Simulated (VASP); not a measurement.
The system is Bi.

```xyz
2
Lattice="2.3120 1.3348 4.0152 -2.3120 1.3348 4.0152 0.0000 -2.6696 4.0152" Properties=species:S:1:pos:R:3 pbc="T T T"
Bi    0.0000    0.0000    9.2270
Bi    0.0000    0.0000    2.8187
```

This cell differs from its parent crystal: volume scaled by 1.06.

Base run:

| Item | Value |
| --- | --- |
| Program | VASP 6.6.1 |
| Functional | LDA |
| Potentials or basis | VASP PAW LDA potentials, release 64 (Bi_d) |
| Cutoff | 520 eV |
| k mesh | 7 × 7 × 7 |
| Occupations | fermi-dirac, width 0.05 eV |
| Spin | no spin polarisation |

Its results: band gap on the k mesh 0.24 eV, indirect (least direct gap 0.49 eV); pressure -3.8 GPa; largest force 0.174 eV/Å.

The run is repeated on the same cell with these changes: functional from LDA to PBE; potentials or basis from VASP PAW LDA potentials, release 64 (Bi_d) to VASP PAW PBE potentials, release 64 (Bi_d). What comes out?

Band gap on the k mesh 0.24 eV, indirect (least direct gap 0.49 eV); pressure -0.6 GPa; largest force 0.048 eV/Å.

Caveats: spin-orbit coupling is left out, which moves the levels of the heavy elements.

A k mesh can miss the band edges.
